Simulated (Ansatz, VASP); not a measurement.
# One calculation of CoPdO2, two programs

```
Pd Co O
1.0
     1.43169    0.82659    5.95777
    -1.43169    0.82659    5.95777
     0.00000   -1.65317    5.95777
Pd Co O
1 1 2
Direct
  0.00000 0.00000 0.00000
  0.50000 0.50000 0.50000
  0.11248 0.11248 0.11248
  0.88752 0.88752 0.88752
```

Alike in both runs: task single point; functional PBEsol; k mesh 11 × 11 × 11; occupations fermi-dirac, width 0.05 eV; no spin polarisation.

```csv
,VASP,Ansatz
version,VASP 6.6.1,Ansatz 0.2.0
potentials or method,"VASP PAW PBE potentials, release 64 (Pd, Co, O), cutoff 520 eV","all-electron LAPW, scalar-relativistic"
```

|  | VASP | Ansatz | Ansatz less VASP |
| --- | --- | --- | --- |
| gap on the k mesh at the Fermi level (eV) | none | none | - |
| pressure (GPa) | -10.8 | -10.7 | +0.03 |
| traceless stress, the component that is largest in VASP (GPa) | -1.44 | -1.34 | +0.100 |
| rms of the force components (eV/Å) | 0.079 | 0.099 | +0.0200 |

VASP's potentials were made for PBE, not for PBEsol. Atom by atom the forces differ by 0.020 eV/Å (rms over components). A gap of «none» marks a metal or a gap that the smearing closes. Ansatz ran all-electron here, and VASP with PAW potentials.
